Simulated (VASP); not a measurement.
The system is TlCl.

```
Tl Cl
1.0
     3.79363    0.00000    0.00000
     0.00000    3.79363    0.00000
     0.00000    0.00000    3.79363
Tl Cl
1 1
Direct
  0.00000 0.00000 0.00000
  0.50000 0.50000 0.50000
```

Base run:

| Item | Value |
| --- | --- |
| Program | VASP 6.6.1 |
| Functional | LDA |
| Potentials or basis | VASP PAW LDA potentials, release 64 (Tl_d, Cl) |
| Cutoff | 500 eV |
| k mesh | 6 × 6 × 6 |
| Occupations | gaussian, width 0.01 eV |
| Spin | no spin polarisation |

Its results: band gap on the k mesh 1.76 eV; pressure -2.4 GPa.

The run is repeated on the same cell with these changes: functional from LDA to r2SCAN; potentials or basis from VASP PAW LDA potentials, release 64 (Tl_d, Cl) to VASP PAW PBE potentials, release 64 (Tl_d, Cl); cutoff from 500 eV to 550 eV. What comes out?

Band gap on the k mesh 2.43 eV; pressure 1.0 GPa.

Caveats: spin-orbit coupling is left out, which moves the levels of the heavy elements; the PAW data sets were made with another functional, which shifts forces and pressure a little (at least some runs).

A k mesh can miss the band edges.
